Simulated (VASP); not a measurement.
Input of a VASP 6.6.1 run:

Contents of INCAR:

```
SYSTEM = InAs3
  ALGO = Normal
  EDIFF = 1E-6
  EDIFFG = -0.01
  ENCUT = 600
  GGA = PE
  IBRION = 2
  ISIF = 3
  ISMEAR = 0
  LASPH = .TRUE.
  LCHARG = .FALSE.
  LREAL = .FALSE.
  LWAVE = .FALSE.
  NELM = 100
  NSW = 100
  PREC = Accurate
  SIGMA = 0.1
```

File KPOINTS:

```
k-points
0
G
  12 12 12
  0 0 0
```

Contents of POSCAR:

```
InAs3
1.0
   -2.8013507262      2.8013507262      2.8013507262
    2.8013507262     -2.8013507262      2.8013507262
    2.8013507262      2.8013507262     -2.8013507262
In As
1 3
Direct
    0.0000000000      0.0000000000      0.0000000000
    0.0000000000      0.5000000000      0.5000000000
    0.5000000000      0.0000000000      0.5000000000
    0.5000000000      0.5000000000      0.0000000000
```

Potentials or basis: VASP PAW PBE potentials, release 64 (In_d, As).

The run is started by

```bash
$ cat potpaw_PBE.64/In_d/POTCAR potpaw_PBE.64/As/POTCAR > POTCAR
$ mpirun -np 1 vasp_std > vasp.out
```

Task: What does it give for the relaxed cell?

Result: a = 4.864 Å, b = 4.864 Å, c = 4.864 Å, α = 109.47°, β = 109.47°, γ = 109.47°.

Task: What does it give for the band gap on the k mesh?

Result: Zero (band 14 reaches 6.09 eV, above the bottom of band 15 at 3.24 eV).

Final structure:
```cif
data_structure
_symmetry_space_group_name_H-M 'P 1'
_symmetry_Int_Tables_number 1
_cell_length_a 4.8640
_cell_length_b 4.8640
_cell_length_c 4.8640
_cell_angle_alpha 109.471
_cell_angle_beta 109.471
_cell_angle_gamma 109.471
_cell_volume 88.58
loop_
_atom_site_label
_atom_site_type_symbol
_atom_site_fract_x
_atom_site_fract_y
_atom_site_fract_z
_atom_site_occupancy
In1 In 0.00000 0.00000 0.00000 1
As1 As 0.00000 0.50000 0.50000 1
As2 As 0.50000 0.00000 0.50000 1
As3 As 0.50000 0.50000 0.00000 1
```

Caveat: spin-orbit coupling is left out, which moves the levels of the heavy elements.
